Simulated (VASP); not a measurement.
# Ge in VASP: settings compared

The runs below take Ge through single point, with PBE, revPBE+D4, revPBE.

All numbers are computed with VASP 6.6.1; they aren't measurements. Logs are shortened: lines on timing, memory, paths and dates and some standing lists are left out, and cuts for length are marked.

**1. The cell of the first run**

The structure is tetragonal, space group I4_1/amd (No. 141). The conventional cell has a = 5.183 Å, b = 5.183 Å, c = 2.813 Å, α = 90.00°, β = 90.00°, γ = 90.00°. Within 3.5 Å of Ge (site symmetry -4m2) lie 10 Ge at 2.69 to 3.34 Å.

**2. Single point, PBE (volume scaled by 1.02)**

The input, INCAR:

```
ALGO = Normal
EDIFF = 1E-6
ENCUT = 520
GGA = PE
ISIF = 2
ISMEAR = -1
LASPH = T
LCHARG = T
LELF = T
LREAL = F
LVHAR = T
LWAVE = F
NBANDS = 21
NELM = 80
PREC = Accurate
SIGMA = 0.05
```

The input, KPOINTS:

```
k-points
0
Gamma
  11 11 11
```

The input, POSCAR:

```
Ge
1.0
   -2.5915398167      2.5915398167      1.4066673013
    2.5915398167     -2.5915398167      1.4066673013
    2.5915398167      2.5915398167     -1.4066673013
Ge
2
Direct
    0.5000000000      0.5000000000      0.0000000000
    0.2500000000      0.7500000000      0.5000000000
```

Potentials or basis: VASP PAW PBE potentials, release 64 (Ge_d).

Run with:

```
$ cat potpaw_PBE.64/Ge_d/POTCAR > POTCAR
$ mpirun -np 1 vasp_std > vasp.out
```

OUTCAR:

```text
EDIFF = 1E-6
   ENCUT = 520
   GGA = PE
   ISIF = 2
   ISMEAR = -1
   LASPH = T
   LREAL = F
   NELM = 80
   PREC = Accurate

 ion  position               nearest neighbor table
   1  0.500  0.500  0.000-   2 2.69   2 2.69   2 2.69   2 2.69
   2  0.250  0.750  0.500-   1 2.69   1 2.69   1 2.69   1 2.69

  LATTYP: Found a body centered tetragonal cell.
 ALAT       =     5.1830796334
 C/A-ratio  =     0.5427920853

  Lattice vectors:

 A1 = (  -2.5915398167,   2.5915398167,   1.4066673013)
 A2 = (   2.5915398167,  -2.5915398167,   1.4066673013)
 A3 = (   2.5915398167,   2.5915398167,  -1.4066673013)

Analysis of symmetry for initial positions (statically):
=====================================================================
 Subroutine PRICEL returns:
 Original cell was already a primitive cell.

 Routine SETGRP: Setting up the symmetry group for a
 body centered tetragonal supercell.

 Subroutine GETGRP returns: Found 16 space group operations
 (whereof  8 operations were pure point group operations)
 out of a pool of 16 trial point group operations.

The static configuration has the point symmetry D_2d.
 The point group associated with its full space group is D_4h.

Analysis of symmetry for dynamics (positions and initial velocities):
=====================================================================
 Subroutine PRICEL returns:
 Original cell was already a primitive cell.

 Routine SETGRP: Setting up the symmetry group for a
 body centered tetragonal supercell.

 Subroutine GETGRP returns: Found 16 space group operations
 (whereof  8 operations were pure point group operations)
 out of a pool of 16 trial point group operations.

The dynamic configuration has the point symmetry D_2d.
 The point group associated with its full space group is D_4h.

 Subroutine INISYM returns: Found 16 space group operations
 (whereof  8 operations are pure point group operations),
 and found     1 'primitive' translations

----------------------------------------------------------------------------------------

                                     Primitive cell

  volume of cell :      37.7892

  direct lattice vectors                    reciprocal lattice vectors
    -2.591539817  2.591539817  1.406667301     0.000000000  0.192935488  0.355450077
[... 75 lines left out ...]
   NGXF,Y,Z  is equivalent  to a cutoff of  25.41, 25.41, 25.41 a.u.
 SYSTEM =  unknown system
   PREC   = accura    normal or accurate (medium, high low for compatibility)
   ISTART =      0    job   : 0-new  1-cont  2-samecut
   ICHARG =      2    charge: 1-file 2-atom 10-const
   ISPIN  =      1    spin polarized calculation?
   LNONCOLLINEAR =      F non collinear calculations
   LSORBIT =      F    spin-orbit coupling
   LASPH  =      T    aspherical Exc in radial PAW
   ENCUT  =  520.0 eV  38.22 Ry    6.18 a.u.   7.30  7.30  7.30*2*pi/ulx,y,z
   NELM   =     80;   NELMIN=  2; NELMDL= -5     # of ELM steps
   EDIFF  = 0.1E-05   stopping-criterion for ELM
   LREAL  =      F    real-space projection
   EDIFFG = 0.1E-04   stopping-criterion for IOM
   NSW    =      0    number of steps for IOM
   IBRION =     -1    ionic relax: 0-MD 1-quasi-New 2-CG
   NFREE  =      0    steps in history (QN), initial steepest desc. (CG)
   ISIF   =      2    stress and relaxation
   ISYM   =      2    0-nonsym 1-usesym 2-fastsym
   POTIM  = 0.5000    time-step for ionic-motion
   TEBEG  =    0.0;   TEEND  =   0.0 temperature during run
   PSTRESS=    0.0 pullay stress
   NELECT =      28.0000    total number of electrons
   NUPDOWN=      -1.0000    fix difference up-down
   EMIN   =  10.00;   EMAX   =-10.00  energy-range for DOS
   EFERMI =   0.00;   METHOD = LEGACY
   ISMEAR =    -1;   SIGMA  =   0.05  broadening in eV -4-tet -1-fermi 0-gaus
   EFERMI_NEDOS =   21; number of points for ismear=-14 and -15
   IALGO  =     38    algorithm
   IMIX   =      4    mixing-type and parameters
     AMIX     =   0.40;   BMIX     =  1.00
     AMIX_MAG =   1.60;   BMIX_MAG =  1.00
  volume/ion in A,a.u.               =      18.89       127.51
  Fermi-wavevector in a.u.,A,eV,Ry     =   1.481398  2.799437 29.858535  2.194540
  Thomas-Fermi vector in A             =   2.595313
   LORBIT       =      0    0 simple, 1 ext, 2 COOP (PROOUT), +10 PAW based schemes
   GGA     = PE    functional components
   LHFCALC =     F    Hartree Fock is set to
   AEXX    =    0.0000 exact exchange contribution
   IVDW    =     0    specifies the selected vdW correction
   LEPSILON=     F    determine dielectric tensor
   LRPA    =     F    only Hartree local field effects (RPA)
 non-spin polarized calculation
  energy-cutoff  :      520.00
  volume of cell :       37.79
 maximum number of plane-waves:      1035
 NGX is ok and might be reduce to    30
   NGX = 15   NGY = 15   NGZ = 15

 number of electron      28.0000030 magnetization

 Free energy of the ion-electron system (eV)
  ---------------------------------------------------
  ext. energy  EPLUGINS =         0.00000000
  ---------------------------------------------------
  free energy    TOTEN  =        -8.57624461 eV

  energy without entropy =       -8.56833700  energy(sigma->0) =       -8.57229081

 E-fermi :   6.5971     XC(G=0): -11.2200

 val. band max:        6.5714674985   @ k =  -0.1818  -0.2727   0.1818
 cond. band min:       6.6044932357   @ k =  -0.4545   0.0909  -0.0000
 fundamental gap:      0.0330257371
 Fermi energy:         6.5970586519

 k-point     1 :       0.0000    0.0000    0.0000
  band No.  band energies     occupation
      1     -18.1540      2.00000
      2     -18.1137      2.00000
      3     -18.0827      2.00000
      4     -18.0817      2.00000
      5     -17.9834      2.00000
      6     -17.9834      2.00000
[... 565 lines left out ...]
     20      18.6799      0.00000
     21      19.0590      0.00000

 [... further k-points ...]
[... 5 lines left out ...]
  --------------------------------------------------------------------------------------
  -------------------------------------------------------------------------------------
  Total        0.3796927      0.3796927      0.3201951      0.0000000      0.0000000      0.0000000
  in kB       16.0981398     16.0981398     13.5755691      0.0000000      0.0000000      0.0000000
  external PRESSURE =      15.2572829 kB  Pullay stress =       0.0000000 kB

 VOLUME and BASIS-vectors are now :
 -----------------------------------------------------------------------------
  energy-cutoff  :      520.00
  volume of cell :       37.79
      direct lattice vectors                 reciprocal lattice vectors
    -2.591539817  2.591539817  1.406667301     0.000000000  0.192935488  0.355450077
     2.591539817 -2.591539817  1.406667301     0.192935488  0.000000000  0.355450077
     2.591539817  2.591539817 -1.406667301     0.192935488  0.192935488  0.000000000

 POSITION                                       TOTAL-FORCE (eV/Angst)
 -----------------------------------------------------------------------------------
      0.00000      0.00000      1.40667        -0.000000      0.000000      0.000000
      2.59154      0.00000      0.70333         0.000000     -0.000000     -0.000000
 -----------------------------------------------------------------------------------
    total drift:                                0.000000     -0.000000      0.000000

  FREE ENERGIE OF THE ION-ELECTRON SYSTEM (eV)
  ---------------------------------------------------
  free  energy   TOTEN  =        -8.5762446076 eV

  energy  without entropy=       -8.5683370039  energy(sigma->0) =       -8.57229081
```

Run time: 41 s. Hardware: 1 thread of Intel Xeon Platinum 8559C (Emerald Rapids), shared host; peak memory 0.22 GiB.

Results:

* Free energy: -8.5762 eV
* Pressure: 1.5 GPa
* Band gap on the k mesh: zero (band 14 reaches 8.26 eV, above the bottom of band 15 at 3.68 eV)

Stress tensor (GPa, compression positive):
```
1.61 0.00 0.00
0.00 1.61 0.00
0.00 0.00 1.36
```

Levels at points of the mesh, in eV from the Fermi level:
```
           k point  band 10  band 11  band 12  band 13  band 14  band 15  band 16  band 17  band 18  band 19
(0.00, 0.00, 0.00)   -24.45   -13.15    -4.15    -2.30    -2.30     3.32     7.46     7.46     7.99     8.19
```

Caveat: the cell differs from its parent crystal (volume scaled by 1.02).

**3. Single point, PBE (atoms moved at random)**

The input, INCAR:

```
ALGO = Normal
EDIFF = 1E-6
ENCUT = 520
GGA = PE
ISIF = 2
ISMEAR = -1
LASPH = True
LCHARG = True
LELF = True
LREAL = False
LVHAR = True
LWAVE = False
NBANDS = 21
NELM = 80
PREC = Accurate
SIGMA = 0.05
```

KPOINTS is that of step 2.

The input, POSCAR:

```
Ge
1.0
   -2.5744897190      2.5744897190      1.3974126432
    2.5744897190     -2.5744897190      1.3974126432
    2.5744897190      2.5744897190     -1.3974126432
Ge
2
Direct
    0.4789340000      0.4743510000     -0.0067190000
    0.2450430000      0.7425210000      0.5069130000
```

Potentials or basis: VASP PAW PBE potentials, release 64 (Ge_d).

Run with:

```
$ cat potpaw_PBE.64/Ge_d/POTCAR > POTCAR
$ mpirun -np 1 vasp_std > vasp.out
```

OUTCAR:

```text
EDIFF = 1E-6
   ENCUT = 520
   GGA = PE
   ISIF = 2
   ISMEAR = -1
   LASPH = True
   LREAL = False
   NELM = 80
   PREC = Accurate

 ion  position               nearest neighbor table
   1  0.479  0.474  0.993-   2 2.62   2 2.65   2 2.70   2 2.70
   2  0.245  0.743  0.507-   1 2.62   1 2.65   1 2.70   1 2.70

  LATTYP: Found a body centered tetragonal cell.
 ALAT       =     5.1489794380
 C/A-ratio  =     0.5427920853

  Lattice vectors:

 A1 = (  -2.5744897190,   2.5744897190,   1.3974126432)
 A2 = (   2.5744897190,  -2.5744897190,   1.3974126432)
 A3 = (   2.5744897190,   2.5744897190,  -1.3974126432)

Analysis of symmetry for initial positions (statically):
=====================================================================
 Subroutine PRICEL returns:
 Original cell was already a primitive cell.

 Routine SETGRP: Setting up the symmetry group for a
 body centered tetragonal supercell.

 Subroutine GETGRP returns: Found  2 space group operations
 (whereof  1 operations were pure point group operations)
 out of a pool of 16 trial point group operations.

[... 154 lines left out ...]
 number of electron      27.9999994 magnetization

 Free energy of the ion-electron system (eV)
  ---------------------------------------------------
  ext. energy  EPLUGINS =         0.00000000
  ---------------------------------------------------
  free energy    TOTEN  =        -8.55952830 eV

  energy without entropy =       -8.55178322  energy(sigma->0) =       -8.55565576

 E-fermi :   6.8198     XC(G=0): -11.3190

 val. band max:        6.8161210189   @ k =   0.0909   0.2727  -0.4545
 cond. band min:       6.8232033720   @ k =  -0.1818  -0.1818   0.0909
 fundamental gap:      0.0070823531
 Fermi energy:         6.8197910921

 k-point     1 :       0.0000    0.0000    0.0000
  band No.  band energies     occupation
      1     -17.9570      2.00000
      2     -17.9135      2.00000
      3     -17.8813      2.00000
      4     -17.8807      2.00000
      5     -17.7796      2.00000
      6     -17.7715      2.00000
[... 565 lines left out ...]
     20      16.6095      0.00000
     21      17.0654      0.00000

 [... further k-points ...]
[... 5 lines left out ...]
  --------------------------------------------------------------------------------------
  -------------------------------------------------------------------------------------
  Total        0.8548652      0.6637878      0.6731467     -0.0063700     -0.0489645      0.0768957
  in kB       36.9692991     28.7060136     29.1107445     -0.2754764     -2.1175081      3.3254138
  external PRESSURE =      31.5953524 kB  Pullay stress =       0.0000000 kB

 VOLUME and BASIS-vectors are now :
 -----------------------------------------------------------------------------
  energy-cutoff  :      520.00
  volume of cell :       37.05
      direct lattice vectors                 reciprocal lattice vectors
    -2.574489719  2.574489719  1.397412643     0.000000000  0.194213244  0.357804119
     2.574489719 -2.574489719  1.397412643     0.194213244  0.000000000  0.357804119
     2.574489719  2.574489719 -1.397412643     0.194213244  0.194213244  0.000000000

 POSITION                                       TOTAL-FORCE (eV/Angst)
 -----------------------------------------------------------------------------------
      2.54539      2.56899     -0.05589         0.165097      0.105704      0.020618
      2.58579      0.02429      0.67167        -0.165097     -0.105704     -0.020618
 -----------------------------------------------------------------------------------
    total drift:                                0.000074     -0.000084     -0.000009

  FREE ENERGIE OF THE ION-ELECTRON SYSTEM (eV)
  ---------------------------------------------------
  free  energy   TOTEN  =        -8.5595282976 eV

  energy  without entropy=       -8.5517832239  energy(sigma->0) =       -8.55565576
```

OSZICAR:

```text
N       E                     dE             d eps       ncg     rms          rms(c)
DAV:   1     0.176480944214E+03    0.17648E+03   -0.14156E+04 31839   0.385E+03
DAV:   2     0.152456285614E+02   -0.16124E+03   -0.15627E+03 28172   0.595E+02
DAV:   3    -0.792326091134E+01   -0.23169E+02   -0.22979E+02 31796   0.133E+02
DAV:   4    -0.856828856979E+01   -0.64503E+00   -0.64457E+00 31258   0.259E+01
DAV:   5    -0.857775699465E+01   -0.94684E-02   -0.94682E-02 31594   0.341E+00    0.212E+00
DAV:   6    -0.856500703873E+01    0.12750E-01   -0.17772E-02 38018   0.227E+00    0.120E+00
DAV:   7    -0.855967868630E+01    0.53284E-02   -0.13045E-02 37845   0.171E+00    0.111E-01
DAV:   8    -0.855952566781E+01    0.15302E-03   -0.20422E-03 35795   0.806E-01    0.398E-02
DAV:   9    -0.855952889055E+01   -0.32227E-05   -0.63091E-05 36077   0.114E-01    0.124E-02
DAV:  10    -0.855952829758E+01    0.59298E-06   -0.37727E-06 28327   0.243E-02
   1 F= -.85595283E+01 E0= -.85556558E+01  d E =-.774507E-02
```

It took 3.3 min on 1 thread of Intel Xeon Platinum 8559C (Emerald Rapids), shared host; peak memory 0.49 GiB.

What came out:

| Quantity | Value |
| --- | --- |
| Free energy | -8.5595 eV |
| Pressure | 3.2 GPa |
| Largest force | 0.197 eV/Å |
| Band gap on the k mesh | zero (band 14 reaches 8.52 eV, above the bottom of band 15 at 3.81 eV) |

Forces in eV/Å, atoms in the order of the input:
```
Ge   0.165  0.106  0.021
Ge  -0.165 -0.106 -0.021
```

Caveat: the cell differs from its parent crystal (atoms moved at random).

**4. Single point, revPBE+D4**

This run uses another cell than the first one, of 18.33 Å³/atom, 0.970 times its volume.

The input, INCAR:

```
PREC = Accurate
ENCUT = 520
EDIFF = 1E-6
ISMEAR = -1
SIGMA = 0.05
LREAL = F
LASPH = T
NELM = 80
ALGO = Normal
ISIF = 2
LWAVE = F
LCHARG = F
GGA = RE
IVDW = 13
NBANDS = 21
```

The input, KPOINTS:

```
Automatic mesh
0
Gamma
  11 11 11
```

The input, POSCAR:

```
Ge
1.0
   -2.5667029264      2.5667029264      1.3910534876
    2.5667029264     -2.5667029264      1.3910534876
    2.5667029264      2.5667029264     -1.3910534876
Ge
2
Direct
    0.5000000000      0.5000000000      0.0000000000
    0.2500000000      0.7500000000      0.5000000000
```

Run with:

```
$ cat potpaw_PBE.64/Ge_d/POTCAR > POTCAR
$ mpirun -np 1 vasp_std > vasp.out
```

It took 2.9 min on 1 thread of AMD EPYC 7R13, shared host; peak memory 0.19 GiB.

Results (log left out):

- Free energy: -9.2424 eV
- Pressure: -0.2 GPa
- Band gap on the k mesh: zero (band 14 reaches 8.77 eV, above the bottom of band 15 at 3.98 eV)
- Dispersion energy per atom: -0.660 eV

Levels at points of the mesh, in eV from the Fermi level:
| k point | band 10 | band 11 | band 12 | band 13 | band 14 | band 15 | band 16 | band 17 | band 18 | band 19 |
| --- | --- | --- | --- | --- | --- | --- | --- | --- | --- | --- |
| (0.00, 0.00, 0.00) | -24.52 | -13.43 | -4.04 | -2.42 | -2.42 | 3.19 | 7.65 | 7.65 | 8.26 | 8.49 |

Caveat: the PAW data sets were made with another functional, which shifts forces and pressure a little; pairwise dispersion overbinds metals, which lowers pressure and volume.

**5. Single point, PBE**

This run uses another cell than the first one, of 19.33 Å³/atom, 1.023 times its volume.

The input, INCAR:

```
SYSTEM = Ge
  ALGO = Normal
  EDIFF = 1E-6
  ENCUT = 520
  GGA = PE
  ISIF = 2
  ISMEAR = -1
  LASPH = .TRUE.
  LCHARG = .FALSE.
  LREAL = .FALSE.
  LWAVE = .FALSE.
  NBANDS = 21
  NELM = 80
  PREC = Accurate
  SIGMA = 0.05
```

The input, KPOINTS:

```
k-points
0
G
  11 11 11
  0 0 0
```

The input, POSCAR:

```
Ge
1.0
   -2.6149604541      2.6149604541      1.4135782398
    2.6149604541     -2.6149604541      1.4135782398
    2.6149604541      2.6149604541     -1.4135782398
Ge
2
Direct
    0.5000000000      0.5000000000      0.0000000000
    0.2500000000      0.7500000000      0.5000000000
```

Run with:

```
$ cat potpaw_PBE.64/Ge_d/POTCAR > POTCAR
$ mpirun -np 1 vasp_std > vasp.out
```

Wall time 2.4 min (1 thread of AMD EPYC 7R13, shared host); peak memory 0.19 GiB.

The run converged. Its results:

```yaml
Free_energy: -8.5811 eV
Pressure: -0.1 GPa
Band_gap_on_the_k_mesh: zero (band 14 reaches 7.90 eV, above the bottom of band 15 at 3.52 eV)
```

Levels at points of the mesh, in eV from the Fermi level:
```tsv
k point	band 11	band 12	band 13	band 14	band 15	band 16	band 17	band 18
(0.00, 0.00, 0.00)	-12.95	-4.26	-2.24	-2.24	3.36	7.28	7.28	7.89
```

(Part 1 of 2 ends here.)
